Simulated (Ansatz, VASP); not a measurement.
# Two plane-wave programs on AlB2As3

File INCAR:

```
SYSTEM = AlB2As3
PREC = Accurate
ENCUT = 520
EDIFF = 1E-7
ISMEAR = 0
SIGMA = 0.1
LREAL = .FALSE.
LASPH = .TRUE.
NELM = 80
ALGO = Normal
ISIF = 2
LWAVE = .FALSE.
LCHARG = .FALSE.
GGA = PE
NBANDS = 36
```

File KPOINTS:

```
regular mesh
0
G
  6 6 1
  0 0 0
```

Contents of POSCAR:

```
AlB2As3
1.0
    3.6364835000      0.0000000000      0.0000000000
   -1.8182417500      3.1492870900      0.0000000000
    0.0000000000      0.0000000000     17.9293284500
Al B As
2 4 6
Direct
    0.3333333300      0.6666666700      0.0002276700
    0.3333333300      0.6666666700      0.3335610000
    0.3333333300      0.6666666700      0.6668943300
    0.6666666700      0.3333333300      0.1668943300
    0.6666666700      0.3333333300      0.5002276700
    0.6666666700      0.3333333300      0.8335610000
    0.3333333300      0.6666666700      0.1251056700
    0.3333333300      0.6666666700      0.4584390000
    0.3333333300      0.6666666700      0.7917723400
    0.6666666700      0.3333333300      0.2917723400
    0.6666666700      0.3333333300      0.6251056700
    0.6666666700      0.3333333300      0.9584390000
```

Input for Ansatz:

```yaml
crystal:
  lattice:
    - [3.6364835, 0.0, 0.0]
    - [-1.81824175, 3.14928709, 0.0]
    - [0.0, 0.0, 17.92932845]
  atoms:
    - { symbol: Al, position: [0.33333333, 0.66666667, 0.00022767] }
    - { symbol: Al, position: [0.33333333, 0.66666667, 0.333561] }
    - { symbol: B, position: [0.33333333, 0.66666667, 0.66689433] }
    - { symbol: B, position: [0.66666667, 0.33333333, 0.16689433] }
    - { symbol: B, position: [0.66666667, 0.33333333, 0.50022767] }
    - { symbol: B, position: [0.66666667, 0.33333333, 0.833561] }
    - { symbol: As, position: [0.33333333, 0.66666667, 0.12510567] }
    - { symbol: As, position: [0.33333333, 0.66666667, 0.458439] }
    - { symbol: As, position: [0.33333333, 0.66666667, 0.79177234] }
    - { symbol: As, position: [0.66666667, 0.33333333, 0.29177234] }
    - { symbol: As, position: [0.66666667, 0.33333333, 0.62510567] }
    - { symbol: As, position: [0.66666667, 0.33333333, 0.958439] }
basis:
  ecutwfc: 420
kpoints:
  mp_grid: { grid: [6, 6, 1] }
hamiltonian:
  xc: pbe
scf:
  occupations: { method: gaussian, width: 0.1 }
  lower_state_search: "off"
output:
  forces: true
  stress: true
  eigenvalues: true
```

Alike in both runs: task single point; functional PBE; k mesh 6 × 6 × 1; occupations gaussian, width 0.1 eV; no spin polarisation.

|  | VASP | Ansatz |
| --- | --- | --- |
| version | VASP 6.6.1 | Ansatz 0.2.0 |
| potentials or method | VASP PAW PBE potentials, release 64 (Al, B, As), cutoff 520 eV | scalar-relativistic, plane waves, PAW |
| valence electrons in the cell | 48 | 108 |

```csv
,VASP,Ansatz,Ansatz less VASP
gap on the k mesh at the Fermi level (eV),0.90,0.91,+0.008
least direct gap on the mesh (eV),1.18,1.18,0.000
pressure (GPa),3.0,2.6,-0.34
"traceless stress, the component that is largest in VASP (GPa)",0.99,1.01,+0.020
rms of the force components (eV/Å),1.224,1.219,-0.0058
```

Atom by atom the forces differ by 0.007 eV/Å (rms over components). The functional is the same, so the differences come from potentials, cutoffs and numerics. VASP's potentials hold 48 valence electrons a cell and Ansatz's 108, so a difference there can come from the potentials and not from the codes.
